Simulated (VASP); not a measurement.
Write the native input for VASP 6.6.1 that does the following.

```
Task                   : single point
Functional             : LDA
Potentials or basis    : VASP PAW LDA potentials, release 64 (Sn_d, Te)
Cutoff                 : 520 eV
k mesh                 : 10 × 10 × 10
Occupations            : gaussian, width 0.03 eV
Spin                   : no spin polarisation
Dipole correction      : no
Further INCAR settings : ALGO = Normal; EDIFF = 1e-07; NBANDS = 17
```

The structure of SnTe lies in POSCAR:

```
SnTe
1.0
    0.0000000000      3.1185587808      3.1185587808
    3.1185587808      0.0000000000      3.1185587808
    3.1185587808      3.1185587808      0.0000000000
Sn Te
1 1
Direct
    0.0090907377     -0.0090907377     -0.0090907377
    0.4915426217      0.5084573783      0.5084573783
```

This cell differs from its parent crystal: atoms displaced along a vibrational mode.

One way to write it, as run:

INCAR

```
SYSTEM = SnTe
PREC = Accurate
ENCUT = 520
EDIFF = 1E-7
ISMEAR = 0
SIGMA = 0.03
LREAL = .FALSE.
LASPH = .TRUE.
NELM = 60
ALGO = Normal
ISIF = 2
LWAVE = .FALSE.
LCHARG = .FALSE.
NBANDS = 17
```

KPOINTS

```
Automatic mesh
0
G
  10 10 10
  0 0 0
```

Potentials or basis: VASP PAW LDA potentials, release 64 (Sn_d, Te).

The run is started by

```sh
$ cat potpaw_LDA.64/Sn_d/POTCAR potpaw_LDA.64/Te/POTCAR > POTCAR
$ mpirun -np 1 vasp_std > vasp.out
```

It gave:

* Pressure: 0.2 GPa
* Largest force: 0.054 eV/Å
* Band gap on the k mesh: 0.35 eV

Caveat: the cell differs from its parent crystal (atoms displaced along a vibrational mode); semilocal functionals underestimate gaps, and a narrow one can read as zero; spin-orbit coupling is left out, which moves the levels of the heavy elements.

Run time: 3.4 min on 1 thread of Intel Xeon 8259CL (shared host), peak memory 0.25 GiB.
